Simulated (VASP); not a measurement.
Set up this calculation in VASP 6.6.1, as the native input.

| Quantity | Value |
| --- | --- |
| Task | single point |
| Functional | PBE |
| Potentials or basis | VASP PAW PBE potentials, release 64 (Ti_sv) |
| Cutoff | 520 eV |
| k mesh | 12 × 12 × 14 |
| Occupations | gaussian, width 0.1 eV |
| Spin | no spin polarisation |
| Dipole correction | no |
| Further INCAR settings | ALGO = Fast; EDIFF = 1e-06; NBANDS = 25 |

The structure of Ti lies in POSCAR:

```
Ti
1.0
    4.4452889014      0.0000000000      0.0000000000
   -2.2226444507      3.8497331158      0.0000000000
    0.0000000000      0.0000000000      2.6659114326
Ti
3
Direct
    0.0000000000      0.0000000000      0.0000000000
    0.3333333333      0.6666666667      0.5000000000
    0.6666666667      0.3333333333      0.5000000000
```

This isn't the form of Ti at room conditions, which is hcp.

This cell differs from its parent crystal: strained.

One way to write it, as run:

INCAR

```
SYSTEM = Ti
PREC = Accurate ; ENCUT = 520
EDIFF = 1E-6 ; ISMEAR = 0
SIGMA = 0.1 ; LREAL = .FALSE.
LASPH = .TRUE. ; NELM = 80
ALGO = Fast ; ISIF = 2
LWAVE = .FALSE. ; LCHARG = .TRUE.
GGA = PE ; LELF = .TRUE.
LVHAR = .TRUE. ; NBANDS = 25
```

KPOINTS

```
Automatic mesh
0
G
  12 12 14
  0 0 0
```

Potentials or basis: VASP PAW PBE potentials, release 64 (Ti_sv).

Launch:

```bash
$ cat potpaw_PBE.64/Ti_sv/POTCAR > POTCAR
$ mpirun -np 1 vasp_std > vasp.out
```

It gave:

```yaml
Pressure: 16.3 GPa
Band_gap_on_the_k_mesh: zero (bands 18 and 19 overlap by 0.29 eV)
```

Caveat: the cell differs from its parent crystal (strained); the cell stands under pressure.

It took 3.6 min on 1 thread of Intel(R) Xeon(R) 6975P-C (Granite Rapids), with other jobs on the host, peak memory 0.26 GiB.
